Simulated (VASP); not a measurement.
# P (Cmce) in VASP: further runs

The runs below take P through single point, with PBEsol+D3(BJ).

All numbers are computed with VASP 6.6.1; they aren't measurements. Logs are shortened: lines on timing, memory, paths and dates and some standing lists are left out, and cuts for length are marked.

## (1) The cell of the first run

The structure is orthorhombic, space group Cmce (No. 64). The conventional cell has a = 3.435 Å, b = 9.845 Å, c = 3.653 Å, α = 90.00°, β = 90.00°, γ = 90.00°. Within 3.0 Å of P (site symmetry m) lie 5 P at 2.23 to 2.79 Å.

## (2) Single point, PBEsol+D3(BJ)

INCAR

```
PREC = Accurate
ENCUT = 520
EDIFF = 1E-6
ISMEAR = 0
SIGMA = 0.1
LREAL = F
LASPH = T
NELM = 80
ALGO = Normal
ISIF = 2
LWAVE = F
LCHARG = F
GGA = PS
IVDW = 12
NBANDS = 18
```

KPOINTS

```
regular mesh
0
Gamma
  6 6 4
```

POSCAR

```
P
1.0
    1.7176676827     -4.9226132006      0.0000000000
    1.7176676827      4.9226132006      0.0000000000
    0.0000000000      0.0000000000      3.6532959047
P
4
Direct
    0.1118438348      0.8881561652      0.9492374475
    0.6118438348      0.3881561652      0.5507625525
    0.8881561652      0.1118438348      0.0507625525
    0.3881561652      0.6118438348      0.4492374475
```

Potentials or basis: VASP PAW PBE potentials, release 64 (P).

Command:

```bash
$ cat potpaw_PBE.64/P/POTCAR > POTCAR
$ mpirun -np 1 vasp_std > vasp.out
```

OUTCAR:

```text
PREC = Accurate
   ENCUT = 520
   EDIFF = 1E-6
   ISMEAR = 0
   LREAL = F
   LASPH = T
   NELM = 80
   ISIF = 2
   GGA = PS
   IVDW = 12
 IVDW          = 12

 ion  position               nearest neighbor table
   1  0.112  0.888  0.949-   3 2.23   2 2.25   2 2.25   2 2.79   2 2.79
   2  0.612  0.388  0.551-   4 2.23   1 2.25   1 2.25   1 2.79   1 2.79
   3  0.888  0.112  0.051-   1 2.23   4 2.25   4 2.25   4 2.79   4 2.79
   4  0.388  0.612  0.449-   2 2.23   3 2.25   3 2.25   3 2.79   3 2.79

  LATTYP: Found a base centered orthorhombic cell.
 ALAT       =     3.4353353654
 B/A-ratio  =     2.8658705349
 C/A-ratio  =     1.0634466555

  Lattice vectors:

 A1 = (   1.7176676827,  -4.9226132006,   0.0000000000)
 A2 = (   1.7176676827,   4.9226132006,   0.0000000000)
 A3 = (   0.0000000000,   0.0000000000,   3.6532959047)

Analysis of symmetry for initial positions (statically):
=====================================================================
 Subroutine PRICEL returns:
 Original cell was already a primitive cell.

 Routine SETGRP: Setting up the symmetry group for a
 base centered orthorhombic supercell.

 Subroutine GETGRP returns: Found  8 space group operations
 (whereof  4 operations were pure point group operations)
 out of a pool of  8 trial point group operations.

The static configuration has the point symmetry C_2h.
 The point group associated with its full space group is D_2h.

Analysis of symmetry for dynamics (positions and initial velocities):
=====================================================================
 Subroutine PRICEL returns:
 Original cell was already a primitive cell.

 Routine SETGRP: Setting up the symmetry group for a
 base centered orthorhombic supercell.

 Subroutine GETGRP returns: Found  8 space group operations
 (whereof  4 operations were pure point group operations)
 out of a pool of  8 trial point group operations.

The dynamic configuration has the point symmetry C_2h.
 The point group associated with its full space group is D_2h.

 Subroutine INISYM returns: Found  8 space group operations
 (whereof  4 operations are pure point group operations),
 and found     1 'primitive' translations

----------------------------------------------------------------------------------------

                                     Primitive cell

  volume of cell :      61.7803

  direct lattice vectors                    reciprocal lattice vectors
     1.717667683 -4.922613201  0.000000000     0.291092395 -0.101572067  0.000000000
     1.717667683  4.922613201  0.000000000     0.291092395  0.101572067  0.000000000
     0.000000000  0.000000000  3.653295905     0.000000000  0.000000000  0.273725432

  length of vectors
     5.213684205  5.213684205  3.653295905     0.308304504  0.308304504  0.273725432

  position of ions in fractional coordinates (direct lattice)
     0.111843835  0.888156165  0.949237448
     0.611843835  0.388156165  0.550762552
     0.888156165  0.111843835  0.050762552
     0.388156165  0.611843835  0.449237448

  ion indices of the primitive-cell ions
   primitive index   ion index
                 1           1
                 2           2
                 3           3
                 4           4

----------------------------------------------------------------------------------------

 KPOINTS: regular mesh

Automatic generation of k-mesh.
 Grid dimensions read from file:
 generate k-points for:    6    6    4

 Generating k-lattice:

  Cartesian coordinates                     Fractional coordinates (reciprocal lattice)
     0.048515399 -0.016928678  0.000000000     0.166666667 -0.000000000  0.000000000
     0.048515399  0.016928678  0.000000000    -0.000000000  0.166666667  0.000000000
     0.000000000  0.000000000  0.068431358     0.000000000  0.000000000  0.250000000

  Length of vectors
     0.051384084  0.051384084  0.068431358

  Shift w.r.t. Gamma in fractional coordinates (k-lattice)
     0.000000000  0.000000000  0.000000000

 Subroutine IBZKPT returns following result:
 ===========================================

 Found     39 irreducible k-points:

 Following reciprocal coordinates:
            Coordinates               Weight
  0.000000  0.000000  0.000000      1.000000
  0.166667  0.000000  0.000000      4.000000
  0.333333 -0.000000  0.000000      4.000000
  0.500000  0.000000  0.000000      2.000000
  0.166667  0.166667  0.000000      2.000000
  0.333333  0.166667  0.000000      4.000000
[... 16 lines left out ...]
  0.333333  0.333333  0.250000      4.000000
  0.500000  0.333333  0.250000      8.000000
 [... further k-points ...]
   k-points           NKPTS =     39   k-points in BZ     NKDIM =     39   number of bands    NBANDS=     18
   number of dos      NEDOS =    301   number of ions     NIONS =      4
   total plane-waves  NPLWV =  44800
   dimension x,y,z NGX =    40 NGY =   40 NGZ =   28
   dimension x,y,z NGXF=    80 NGYF=   80 NGZF=   56
   ions per type =               4
   NGX,Y,Z   is equivalent  to a cutoff of  12.75, 12.75, 12.74 a.u.
   NGXF,Y,Z  is equivalent  to a cutoff of  25.51, 25.51, 25.48 a.u.
 SYSTEM =  unknown system
   PREC   = accura    normal or accurate (medium, high low for compatibility)
   ISTART =      0    job   : 0-new  1-cont  2-samecut
   ICHARG =      2    charge: 1-file 2-atom 10-const
   ISPIN  =      1    spin polarized calculation?
   LNONCOLLINEAR =      F non collinear calculations
   LSORBIT =      F    spin-orbit coupling
   LASPH  =      T    aspherical Exc in radial PAW
   ENCUT  =  520.0 eV  38.22 Ry    6.18 a.u.   9.69  9.69  6.79*2*pi/ulx,y,z
   NELM   =     80;   NELMIN=  2; NELMDL= -5     # of ELM steps
   EDIFF  = 0.1E-05   stopping-criterion for ELM
   LREAL  =      F    real-space projection
[... 7 lines left out ...]
   TEBEG  =    0.0;   TEEND  =   0.0 temperature during run
   PSTRESS=    0.0 pullay stress
   NELECT =      20.0000    total number of electrons
   NUPDOWN=      -1.0000    fix difference up-down
   EMIN   =  10.00;   EMAX   =-10.00  energy-range for DOS
   EFERMI =   0.00;   METHOD = LEGACY
   ISMEAR =     0;   SIGMA  =   0.10  broadening in eV -4-tet -1-fermi 0-gaus
   EFERMI_NEDOS =   21; number of points for ismear=-14 and -15
   IALGO  =     38    algorithm
   IMIX   =      4    mixing-type and parameters
     AMIX     =   0.40;   BMIX     =  1.00
     AMIX_MAG =   1.60;   BMIX_MAG =  1.00
  volume/ion in A,a.u.               =      15.45       104.23
  Fermi-wavevector in a.u.,A,eV,Ry     =   1.124091  2.124225 17.192067  1.263581
  Thomas-Fermi vector in A             =   2.260761
   LORBIT       =      0    0 simple, 1 ext, 2 COOP (PROOUT), +10 PAW based schemes
   GGA     = PS    functional components
   LHFCALC =     F    Hartree Fock is set to
   AEXX    =    0.0000 exact exchange contribution
   IVDW    =    12    specifies the selected vdW correction
   LEPSILON=     F    determine dielectric tensor
   LRPA    =     F    only Hartree local field effects (RPA)
 non-spin polarized calculation
 Gauss-broadening in eV      SIGMA  =   0.10
  energy-cutoff  :      520.00
  volume of cell :       61.78
 maximum number of plane-waves:      1684
   NGX = 19   NGY = 19   NGZ = 13

 number of electron      20.0000002 magnetization

 Free energy of the ion-electron system (eV)
  ---------------------------------------------------
  ext. energy  EPLUGINS =         0.00000000
  ---------------------------------------------------
  free energy    TOTEN  =       -22.95083486 eV

  energy without entropy =      -22.94926274  energy(sigma->0) =      -22.95004880

 E-fermi :   8.7717     XC(G=0): -11.0769

 val. band max:        8.7338297158   @ k =  -0.3333   0.3333   0.0000
 cond. band min:       8.9040794239   @ k =   0.3333   0.3333   0.0000
 fundamental gap:      0.1702497081
 Fermi energy:         8.7716807101

 k-point     1 :       0.0000    0.0000    0.0000
  band No.  band energies     occupation
      1      -7.6499      2.00000
      2      -3.4703      2.00000
      3       0.7902      2.00000
      4       0.8245      2.00000
      5       3.6054      2.00000
      6       4.0218      2.00000
[... 10 lines left out ...]
     17      15.4682      0.00000
     18      16.0548      0.00000

 k-point     2 :       0.1667    0.0000    0.0000
  band No.  band energies     occupation
      1      -7.3036      2.00000
      2      -3.2834      2.00000
      3      -0.2632      2.00000
      4       1.2650      2.00000
      5       2.6627      2.00000
      6       3.9457      2.00000
[... 10 lines left out ...]
     17      13.7086      0.00000
     18      15.3303      0.00000

 k-point     3 :       0.3333   -0.0000    0.0000
  band No.  band energies     occupation
      1      -6.2783      2.00000
      2      -2.6619      2.00000
      3      -2.4796      2.00000
      4       0.2728      2.00000
      5       2.5822      2.00000
      6       4.7104      2.00000
[... 10 lines left out ...]
     17      15.3336      0.00000
     18      15.8545      0.00000

 k-point     4 :       0.5000    0.0000    0.0000
  band No.  band energies     occupation
      1      -4.6245      2.00000
      2      -4.6245      2.00000
      3      -1.4997      2.00000
      4      -1.4997      2.00000
      5       4.3607      2.00000
      6       4.3607      2.00000
[... 375 lines left out ...]
      4       1.7072      2.00000
      5       2.7385      2.00000
      6       4.3702      2.00000
[... 10 lines left out ...]
     17      15.4078      0.00000
     18      16.4346      0.00000

 k-point    23 :       0.3333    0.3333    0.2500
  band No.  band energies     occupation
      1      -5.2901      2.00000
      2      -3.4774      2.00000
      3      -2.4346      2.00000
      4       0.9937      2.00000
      5       1.5846      2.00000
      6       3.1413      2.00000
[... 10 lines left out ...]
     17      15.2669      0.00000
     18      15.6189      0.00000

 k-point    24 :       0.5000    0.3333    0.2500
  band No.  band energies     occupation
      1      -6.2407      2.00000
      2      -4.2816      2.00000
      3      -1.3317      2.00000
      4       1.1621      2.00000
      5       2.2121      2.00000
      6       4.5668      2.00000
[... 10 lines left out ...]
     17      14.4167      0.00000
     18      16.1466      0.00000

 [... further k-points ...]

------------------------ aborting loop because EDIFF is reached ----------------------------------------

 Edisp (eV)   -1.46340

 E8    (eV) :    -0.8679

  FORCE on cell =-STRESS in cart. coord.  units (eV):
  Direction    XX          YY          ZZ          XY          YZ          ZX
  --------------------------------------------------------------------------------------
  -------------------------------------------------------------------------------------
  Total      -0.00237    -0.11907     0.06654     0.00000    -0.00000     0.00000
  in kB      -0.06143    -3.08799     1.72558     0.00000    -0.00000     0.00000
  external pressure =       -0.47 kB  Pullay stress =        0.00 kB

 VOLUME and BASIS-vectors are now :
 -----------------------------------------------------------------------------
  energy-cutoff  :      520.00
  volume of cell :       61.78
      direct lattice vectors                 reciprocal lattice vectors
     1.717667683 -4.922613201  0.000000000     0.291092395 -0.101572067  0.000000000
     1.717667683  4.922613201  0.000000000     0.291092395  0.101572067  0.000000000
     0.000000000  0.000000000  3.653295905     0.000000000  0.000000000  0.273725432

 POSITION                                       TOTAL-FORCE (eV/Angst)
 -----------------------------------------------------------------------------------
      1.71767      3.82149      3.46785         0.000000      0.016439     -0.041716
      1.71767     -1.10113      2.01210         0.000000      0.016439      0.041716
      1.71767     -3.82149      0.18545         0.000000     -0.016439      0.041716
      1.71767      1.10113      1.64120         0.000000     -0.016439     -0.041716
 -----------------------------------------------------------------------------------
    total drift:                                0.000000     -0.000000     -0.000000

  FREE ENERGIE OF THE ION-ELECTRON SYSTEM (eV)
  ---------------------------------------------------
  free  energy   TOTEN  =       -24.4142336524 eV

  energy  without entropy=      -24.4126615243  energy(sigma->0) =      -24.41344759
```

It took 67 s on 1 thread of Oxide Virtual Turin-like, shared host; peak memory 0.17 GiB.

What came out:

* Free energy: -24.4142 eV
* Pressure: 0.0 GPa
* Largest force: 0.045 eV/Å
* Band gap on the k mesh: zero (bands 10 and 11 overlap by 0.37 eV)
* Dispersion energy per atom: -0.366 eV

Forces in eV/Å, atoms in the order of the input:
```
P    0.000  0.016 -0.042
P    0.000  0.016  0.042
P    0.000 -0.016  0.042
P    0.000 -0.016 -0.042
```

Caveat: the k points lie up to 0.43 Å⁻¹ apart; the PAW data sets were made with another functional, which shifts forces and pressure a little.

(Part 1 of 2 ends here.)

The gap in the log of VASP goes by the Fermi energy; the results here count the filled bands.